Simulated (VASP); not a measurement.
# CoSi2 in VASP: single point with PBEsol

Aim: the single point of CoSi2 with PBEsol.

Everything below comes from runs of VASP 6.6.1. Logs are shortened: lines on timing, memory, paths and dates and some standing lists are left out, and cuts for length are marked.

## Step 1: The cell of the first run

The typed cell holds 3 atoms: a = 3.756 Å, b = 3.757 Å, c = 3.756 Å, α = 60.01°, β = 60.00°, γ = 60.00°.

## Step 2: Single point, PBEsol

File INCAR:

```
SYSTEM = CoSi2
PREC = Accurate
ENCUT = 520
EDIFF = 1E-6
ISMEAR = 0
SIGMA = 0.15
LREAL = .False.
LASPH = .True.
NELM = 60
ALGO = Normal
ISIF = 2
LWAVE = .False.
LCHARG = .True.
GGA = PS
LELF = .True.
LVHAR = .True.
NBANDS = 16
```

File KPOINTS:

```
regular mesh
0
Gamma
  12 12 12
  0 0 0
```

File POSCAR:

```
CoSi2
1.0
    0.0000288212      2.6561594188      2.6562455717
    2.6562182136     -0.0002865053      2.6565608982
    2.6560798177      2.6563363493     -0.0001481094
Co Si
1 2
Direct
   -0.0000001466      0.0000078330     -0.0000058830
    0.2499324996      0.2500885497      0.2500301487
    0.7500676471      0.7499036172      0.7499757342
```

Potentials or basis: VASP PAW PBE potentials, release 64 (Co, Si).

Launch:

```console
$ cat potpaw_PBE.64/Co/POTCAR potpaw_PBE.64/Si/POTCAR > POTCAR
$ mpirun -np 1 vasp_std > vasp.out
```

OUTCAR:

```text
SYSTEM = CoSi2
   PREC = Accurate
   ENCUT = 520
   EDIFF = 1E-6
   ISMEAR = 0
   LREAL = .False.
   LASPH = .True.
   NELM = 60
   ISIF = 2
   GGA = PS

 ion  position               nearest neighbor table
   1  1.000  0.000  1.000-   3 2.30   2 2.30   2 2.30   3 2.30   2 2.30   3 2.30   2 2.30   3 2.30

   2  0.250  0.250  0.250-   1 2.30   1 2.30   1 2.30   1 2.30   3 2.66   3 2.66   3 2.66   3 2.66
                             3 2.66   3 2.66
   3  0.750  0.750  0.750-   1 2.30   1 2.30   1 2.30   1 2.30   2 2.66   2 2.66   2 2.66   2 2.66
                             2 2.66   2 2.66

  LATTYP: Found a base centered monoclinic cell.
 ALAT       =    16.3734163299
 B/A-ratio  =     0.2294229572
 C/A-ratio  =     0.3244447650
 COS(beta)  =    -0.9733173884

  Lattice vectors:

 A1 = (  -7.9683202066,  -0.0000673557,   2.6562264640)
 A2 = (  -7.9683490278,  -2.6562267745,  -0.0000191077)
 A3 = (   5.3122692101,  -0.0001095748,   0.0001672171)

Analysis of symmetry for initial positions (statically):
=====================================================================
 Subroutine PRICEL returns:
 Original cell was already a primitive cell.

 Routine SETGRP: Setting up the symmetry group for a
 base centered monoclinic supercell.

 Subroutine GETGRP returns: Found  1 space group operations
 (whereof  1 operations were pure point group operations)
 out of a pool of  4 trial point group operations.

The static configuration has the point symmetry C_1 .

Analysis of symmetry for dynamics (positions and initial velocities):
=====================================================================
 Subroutine PRICEL returns:
 Original cell was already a primitive cell.

 Routine SETGRP: Setting up the symmetry group for a
 base centered monoclinic supercell.

 Subroutine GETGRP returns: Found  1 space group operations
 (whereof  1 operations were pure point group operations)
 out of a pool of  4 trial point group operations.

The dynamic configuration has the point symmetry C_1 .

 Subroutine INISYM returns: Found  1 space group operations
 (whereof  1 operations are pure point group operations),
 and found     1 'primitive' translations

----------------------------------------------------------------------------------------

                                     Primitive cell

  volume of cell :      37.4868

  direct lattice vectors                    reciprocal lattice vectors
     0.000028821  2.656159419  2.656245572    -0.188245515  0.188237831  0.188241533
     2.656218214 -0.000286505  2.656560898     0.188233666 -0.188204994  0.188196848
     2.656079818  2.656336349 -0.000148109     0.188253279  0.188212758 -0.188208696

  length of vectors
     3.756437594  3.756702156  3.756445503     0.326044061  0.325992464  0.326015111

  position of ions in fractional coordinates (direct lattice)
     0.999999853  0.000007833  0.999994117
     0.249932500  0.250088550  0.250030149
     0.750067647  0.749903617  0.749975734

  ion indices of the primitive-cell ions
   primitive index   ion index
                 1           1
                 2           2
                 3           3

----------------------------------------------------------------------------------------

 KPOINTS: regular mesh

Automatic generation of k-mesh.
 Grid dimensions read from file:
 generate k-points for:   12   12   12

 Generating k-lattice:

  Cartesian coordinates                     Fractional coordinates (reciprocal lattice)
    -0.015687126  0.015686486  0.015686794     0.083333333 -0.000000000  0.000000000
     0.015686139 -0.015683750  0.015683071     0.000000000  0.083333333  0.000000000
     0.015687773  0.015684397 -0.015684058     0.000000000  0.000000000  0.083333333

  Length of vectors
     0.027170338  0.027166039  0.027167926

  Shift w.r.t. Gamma in fractional coordinates (k-lattice)
     0.000000000  0.000000000  0.000000000

 Subroutine IBZKPT returns following result:
 ===========================================

 Found    868 irreducible k-points:

 Following reciprocal coordinates:
            Coordinates               Weight
  0.000000  0.000000  0.000000      1.000000
  0.083333  0.000000 -0.000000      2.000000
  0.083333  0.083333  0.083333      2.000000
  0.166667 -0.000000  0.000000      2.000000
  0.166667  0.166667  0.166667      2.000000
  0.250000  0.000000  0.000000      2.000000
[... 16 lines left out ...]
  0.416667  0.083333  0.000000      2.000000
  0.416667  0.333333  0.416667      2.000000
 [... further k-points ...]
   k-points           NKPTS =    868   k-points in BZ     NKDIM =    868   number of bands    NBANDS=     16
   number of dos      NEDOS =    301   number of ions     NIONS =      3
   total plane-waves  NPLWV =  21952
   dimension x,y,z NGX =    28 NGY =   28 NGZ =   28
   dimension x,y,z NGXF=    56 NGYF=   56 NGZF=   56
   ions per type =               1   2
   NGX,Y,Z   is equivalent  to a cutoff of  12.39, 12.39, 12.39 a.u.
   NGXF,Y,Z  is equivalent  to a cutoff of  24.78, 24.78, 24.78 a.u.
 SYSTEM =  CoSi2
   PREC   = accura    normal or accurate (medium, high low for compatibility)
   ISTART =      0    job   : 0-new  1-cont  2-samecut
   ICHARG =      2    charge: 1-file 2-atom 10-const
   ISPIN  =      1    spin polarized calculation?
   LNONCOLLINEAR =      F non collinear calculations
   LSORBIT =      F    spin-orbit coupling
   LASPH  =      T    aspherical Exc in radial PAW
   ENCUT  =  520.0 eV  38.22 Ry    6.18 a.u.   6.98  6.98  6.98*2*pi/ulx,y,z
   NELM   =     60;   NELMIN=  2; NELMDL= -5     # of ELM steps
   EDIFF  = 0.1E-05   stopping-criterion for ELM
   LREAL  =      F    real-space projection
   EDIFFG = 0.1E-04   stopping-criterion for IOM
   NSW    =      0    number of steps for IOM
   IBRION =     -1    ionic relax: 0-MD 1-quasi-New 2-CG
   NFREE  =      0    steps in history (QN), initial steepest desc. (CG)
   ISIF   =      2    stress and relaxation
   ISYM   =      2    0-nonsym 1-usesym 2-fastsym
   POTIM  = 0.5000    time-step for ionic-motion
   TEBEG  =    0.0;   TEEND  =   0.0 temperature during run
   PSTRESS=    0.0 pullay stress
   NELECT =      17.0000    total number of electrons
   NUPDOWN=      -1.0000    fix difference up-down
   EMIN   =  10.00;   EMAX   =-10.00  energy-range for DOS
   EFERMI =   0.00;   METHOD = LEGACY
   ISMEAR =     0;   SIGMA  =   0.15  broadening in eV -4-tet -1-fermi 0-gaus
   EFERMI_NEDOS =   21; number of points for ismear=-14 and -15
   IALGO  =     38    algorithm
   IMIX   =      4    mixing-type and parameters
     AMIX     =   0.40;   BMIX     =  1.00
     AMIX_MAG =   1.60;   BMIX_MAG =  1.00
  volume/ion in A,a.u.               =      12.50        84.32
  Fermi-wavevector in a.u.,A,eV,Ry     =   1.257762  2.376825 21.523937  1.581965
  Thomas-Fermi vector in A             =   2.391405
   LORBIT       =      0    0 simple, 1 ext, 2 COOP (PROOUT), +10 PAW based schemes
   GGA     = PS    functional components
   LHFCALC =     F    Hartree Fock is set to
   AEXX    =    0.0000 exact exchange contribution
   IVDW    =     0    specifies the selected vdW correction
   LEPSILON=     F    determine dielectric tensor
   LRPA    =     F    only Hartree local field effects (RPA)
 non-spin polarized calculation
 Gauss-broadening in eV      SIGMA  =   0.15
  energy-cutoff  :      520.00
  volume of cell :       37.49
 maximum number of plane-waves:      1036
   NGX = 13   NGY = 13   NGZ = 13

 number of electron      17.0000005 magnetization

 Free energy of the ion-electron system (eV)
  ---------------------------------------------------
  ext. energy  EPLUGINS =         0.00000000
  ---------------------------------------------------
  free energy    TOTEN  =       -20.98808799 eV

  energy without entropy =      -20.97784570  energy(sigma->0) =      -20.98296685

 E-fermi :  10.3096     XC(G=0): -11.9675

 val. band max:       10.2993358351   @ k =  -0.1667   0.0833  -0.3333
 cond. band min:      10.3395319272   @ k =   0.4167   0.0833   0.0000
 fundamental gap:      0.0401960921
 Fermi energy:        10.3096256113

 k-point     1 :       0.0000    0.0000    0.0000
  band No.  band energies     occupation
      1      -2.9811      2.00000
      2       6.1351      2.00000
      3       6.1357      2.00000
      4       6.1368      2.00000
      5       8.3398      2.00000
      6       8.3404      2.00000
[... 8 lines left out ...]
     15      16.0919      0.00000
     16      16.0945      0.00000

 k-point     2 :       0.0833    0.0000   -0.0000
  band No.  band energies     occupation
      1      -2.8735      2.00000
      2       5.8849      2.00000
      3       6.1736      2.00000
      4       6.1742      2.00000
      5       8.3069      2.00000
      6       8.3075      2.00000
[... 8 lines left out ...]
     15      15.7348      0.00000
     16      15.8897      0.00000

 k-point     3 :       0.0833    0.0833    0.0833
  band No.  band energies     occupation
      1      -2.8735      2.00000
      2       5.8847      2.00000
      3       6.1736      2.00000
      4       6.1744      2.00000
      5       8.3069      2.00000
      6       8.3074      2.00000
[... 8 lines left out ...]
     15      15.7352      0.00000
     16      15.8900      0.00000

 k-point     4 :       0.1667   -0.0000    0.0000
  band No.  band energies     occupation
      1      -2.5528      2.00000
      2       5.2053      2.00000
      3       6.2786      2.00000
      4       6.2791      2.00000
      5       8.2349      2.00000
      6       8.2356      2.00000
[... 8 lines left out ...]
     15      15.9282      0.00000
     16      16.7480      0.00000
[... 324 lines left out ...]
 k-point    22 :       0.3333    0.2500    0.3333
  band No.  band energies     occupation
      1      -1.4722      2.00000
      2       3.5157      2.00000
      3       6.4075      2.00000
      4       6.5090      2.00000
      5       7.8493      2.00000
      6       8.4602      2.00000
[... 8 lines left out ...]
     15      18.9472      0.00000
     16      19.4311      0.00000

 k-point    23 :       0.4167    0.0833    0.0000
  band No.  band energies     occupation
      1      -0.6357      2.00000
      2       2.3447      2.00000
      3       6.5251      2.00000
      4       6.5313      2.00000
      5       7.8980      2.00000
      6       8.3631      2.00000
[... 8 lines left out ...]
     15      20.3114      0.00000
     16      20.7998      0.00000

 k-point    24 :       0.4167    0.3333    0.4167
  band No.  band energies     occupation
      1      -0.6356      2.00000
      2       2.3444      2.00000
      3       6.5252      2.00000
      4       6.5315      2.00000
      5       7.8979      2.00000
      6       8.3631      2.00000
[... 8 lines left out ...]
     15      20.3118      0.00000
     16      20.8000      0.00000

 [... further k-points ...]
[... 5 lines left out ...]
  --------------------------------------------------------------------------------------
  -------------------------------------------------------------------------------------
  Total        0.0020963     -0.0002618     -0.0010507      0.0003171      0.0006038     -0.0003419
  in kB        0.0895940     -0.0111874     -0.0449046      0.0135528      0.0258067     -0.0146142
  external PRESSURE =       0.0111673 kB  Pullay stress =       0.0000000 kB

 VOLUME and BASIS-vectors are now :
 -----------------------------------------------------------------------------
  energy-cutoff  :      520.00
  volume of cell :       37.49
      direct lattice vectors                 reciprocal lattice vectors
     0.000028821  2.656159419  2.656245572    -0.188245515  0.188237831  0.188241533
     2.656218214 -0.000286505  2.656560898     0.188233666 -0.188204994  0.188196848
     2.656079818  2.656336349 -0.000148109     0.188253279  0.188212758 -0.188208696

 POSITION                                       TOTAL-FORCE (eV/Angst)
 -----------------------------------------------------------------------------------
      2.65611      5.31248      2.65612        -0.000098      0.000304     -0.000388
      1.32840      1.32795      1.32822        -0.002200      0.000567     -0.000226
      3.98392      3.98427      3.98442         0.002298     -0.000871      0.000614
 -----------------------------------------------------------------------------------
    total drift:                               -0.000000      0.000001     -0.000001

  FREE ENERGIE OF THE ION-ELECTRON SYSTEM (eV)
  ---------------------------------------------------
  free  energy   TOTEN  =       -20.9880879925 eV

  energy  without entropy=      -20.9778456982  energy(sigma->0) =      -20.98296685
```

Run time: 13 min. Hardware: 1 thread of Intel Xeon 8259CL, shared host; peak memory 0.59 GiB.

Results:

```yaml
Free_energy: -20.9881 eV
Pressure: 0.0 GPa
Band_gap_on_the_k_mesh: zero (an odd number of electrons rules out a gap without spin polarisation)
```

Forces in eV/Å, atoms in the order of the input:
```
Co   0.000  0.000  0.000
Si  -0.002  0.001  0.000
Si   0.002 -0.001  0.001
```

Levels at points of the mesh, in eV from the Fermi level:
```csv
k point,band 6,band 7,band 8,band 9,band 10,band 11,band 12,band 13
"(0.00, 0.00, 0.00)",-1.97,1.05,3.45,3.45,3.45,3.54,3.54,3.54
"(0.50, 0.00, 0.00)",-1.68,-1.68,-0.46,-0.45,2.75,3.51,3.51,4.58
"(0.50, 0.50, 0.50)",-1.68,-1.68,-0.46,-0.45,2.75,3.51,3.52,4.58
"(0.00, 0.50, 0.00)",-1.68,-1.68,-0.46,-0.45,2.75,3.52,3.52,4.58
"(0.50, 0.50, 0.00)",-2.02,-2.02,-1.98,-1.37,1.70,2.91,8.63,9.86
"(0.50, 0.00, 0.50)",-2.02,-2.02,-1.98,-1.37,1.70,2.91,8.63,9.86
"(0.00, 0.00, 0.50)",-1.68,-1.68,-0.46,-0.45,2.75,3.51,3.52,4.58
"(0.00, 0.50, 0.50)",-2.02,-2.02,-1.98,-1.37,1.70,2.91,8.63,9.86
```

Caveat: the PAW data sets were made with another functional, which shifts forces and pressure a little; an odd number of electrons without spin polarisation forces a metal; a magnetic or distorted state may lie lower.

The gap in the log of VASP goes by the Fermi energy; the results here count the filled bands.